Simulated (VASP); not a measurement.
TiO2:

```xyz
12
Lattice="-4.3508 4.3508 1.8876 4.3508 -4.3508 1.8876 4.3508 4.3508 -1.8876" Properties=species:S:1:pos:R:3 pbc="T T T"
Ti    4.3259   -1.8075    1.8876
Ti    2.5433    0.0248    0.0000
Ti    1.8075    4.3259    1.8876
Ti    0.0248    6.1582    0.0000
O     3.0387   -0.0099    1.8876
O     1.3888    1.4067    0.0000
O     4.3409    1.3121    0.0000
O     7.2948    1.3888    0.0000
O    -2.9441    2.9620    1.8876
O     0.0099    3.0387    1.8876
O     2.9620    2.9441    1.8876
O     1.3121    4.3606    0.0000
```

Base run:

| Property | Result |
| --- | --- |
| Program | VASP 6.6.1 |
| Functional | PBE |
| Potentials or basis | VASP PAW PBE potentials, release 64 (Ti_sv, O) |
| Cutoff | 520 eV |
| k mesh | 6 × 6 × 6 |
| Occupations | fermi-dirac, width 0.05 eV |
| Spin | no spin polarisation |

Its results: band gap on the k mesh 1.62 eV (least direct gap 2.31 eV); pressure 3.8 GPa; largest force 0.111 eV/Å.

The run is repeated on the same cell with these changes: functional from PBE to RPBE; k mesh from 6 × 6 × 6 to 8 × 8 × 8. What comes out?

Band gap on the k mesh 1.68 eV (least direct gap 2.36 eV); pressure 8.0 GPa; largest force 0.153 eV/Å.

Several settings changed at once.

Caveats: the cell stands under pressure; the PAW data sets were made with another functional, which shifts forces and pressure a little (at least some runs).

A k mesh can miss the band edges.
